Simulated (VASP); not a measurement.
Set up this calculation in VASP 6.6.1, as the native input.

| Quantity | Value |
| --- | --- |
| Task | single point |
| Functional | PBEsol |
| Potentials or basis | VASP PAW PBE potentials, release 64 (C) |
| Cutoff | 520 eV |
| k mesh | 23 × 23 × 6 |
| Occupations | fermi-dirac, width 0.1 eV |
| Spin | no spin polarisation |
| Dipole correction | no |
| Further INCAR settings | ALGO = Normal; EDIFF = 1e-06; NBANDS = 11 |

The structure of C lies in POSCAR:

```
C
1.0
    1.6622527678      0.0000000000      0.0000000000
   -0.8311263839      1.4395531244      0.0000000000
    0.0000000000      0.0000000000      6.5719893430
C
2
Direct
    0.3333333333      0.6666666667      0.2500000000
    0.6666666667      0.3333333333      0.7500000000
```

These files were run (other wordings do the same):

INCAR

```
SYSTEM = C
ALGO     = Normal         ! electronic algorithm
EDIFF    = 1E-6           ! SCF threshold, eV
ENCUT    = 520            ! plane-wave cutoff, eV
GGA      = PS             ! functional
ISIF     = 2              ! what is computed and relaxed
ISMEAR   = -1             ! smearing method
LASPH    = .True.         ! aspherical terms in the spheres
LCHARG   = .False.        ! write CHGCAR
LREAL    = .False.        ! projectors in reciprocal space
LWAVE    = .False.        ! write WAVECAR
NBANDS   = 11             ! bands
NELM     = 100            ! most SCF steps
PREC     = Accurate       ! precision mode
SIGMA    = 0.1            ! smearing width, eV
```

KPOINTS

```
k-points
0
Gamma
  23 23 6
  0 0 0
```

Potentials or basis: VASP PAW PBE potentials, release 64 (C).

The run is started by

```console
$ cat potpaw_PBE.64/C/POTCAR > POTCAR
$ mpirun -np 1 vasp_std > vasp.out
```

Results of the run:

```yaml
Pressure: 15.4 GPa
Band_gap_on_the_k_mesh: zero (bands 4 and 5 overlap by 1.63 eV)
```

Caveat: the cell stands under pressure; the PAW data sets were made with another functional, which shifts forces and pressure a little.

Run time: 11 s on 1 thread of Intel(R) Xeon(R) Platinum 8559C (Emerald Rapids), on a shared host, peak memory 0.13 GiB.
